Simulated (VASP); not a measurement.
Input of a VASP 6.6.1 run:

File INCAR:

```
PREC = Accurate
ENCUT = 520
EDIFF = 1E-6
ISMEAR = -1
SIGMA = 0.05
LREAL = F
LASPH = T
NELM = 100
ALGO = Normal
ISIF = 2
LWAVE = F
LCHARG = F
GGA = PE
NBANDS = 8
```

KPOINTS

```
Automatic mesh
0
Gamma
  10 10 10
```

File POSCAR:

```
Sb
1.0
   -0.0167630000      2.3807070000      2.4016500000
    2.3697530000      0.0443490000      2.3405380000
    2.4096310000      2.3594730000      0.0044710000
Sb
1
Direct
   -0.0075380000      0.0130910000     -0.0107430000
```

Potentials or basis: VASP PAW PBE potentials, release 64 (Sb).

Run with:

```bash
$ cat potpaw_PBE.64/Sb/POTCAR > POTCAR
$ mpirun -np 1 vasp_std > vasp.out
```

Problem. Estimate the pressure.

Solution. 1.6 GPa.

Stress tensor (GPa, compression positive):
```
1.72 0.41 0.22
0.41 1.77 0.07
0.22 0.07 1.36
```

Caveat: the cell differs from its parent crystal (the cell strained at random).
